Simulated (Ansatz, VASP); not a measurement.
**AlN: VASP beside Ansatz**

```
Al N
1.0
     0.00000    2.18399    2.18399
     2.18399    0.00000    2.18399
     2.18399    2.18399    0.00000
Al N
1 1
Cartesian
  0.0000 -0.0795 -0.0795
  3.2760 3.2760 3.2760
```

Change from the starting cell: all Al atoms moved +0.113 Å, as atom 1 towards its neighbour atom 1 (Al) at 3.089 Å.

Alike in both runs: task single point; functional PBEsol; k mesh 10 × 10 × 10; occupations gaussian, width 0.05 eV; no spin polarisation.

```csv
,VASP,Ansatz
version,VASP 6.6.1,Ansatz 0.2.0
potentials or method,"VASP PAW PBE potentials, release 64 (Al, N), cutoff 520 eV","scalar-relativistic, plane waves, PAW"
valence electrons in the cell,8,8
```

Ansatz gave:

| Property | Result |
| --- | --- |
| gap on the k mesh at the Fermi level (eV) | 2.90 |
| least direct gap on the mesh (eV) | 3.80 |
| pressure (GPa) | 2.9 |
| traceless stress, the component that is largest in VASP (GPa) | 5.84 |
| rms of the force components (eV/Å) | 0.990 |

Problem. What did VASP give for the same quantities?

Solution. gap on the k mesh at the Fermi level (eV): 2.89; least direct gap on the mesh (eV): 3.82; pressure (GPa): 2.9; traceless stress, the component that is largest in VASP (GPa): 5.96; rms of the force components (eV/Å): 1.001.

VASP's potentials were made for PBE, not for PBEsol. Atom by atom the forces differ by 0.011 eV/Å (rms over components). The functional is the same, so the differences come from potentials, cutoffs and numerics.
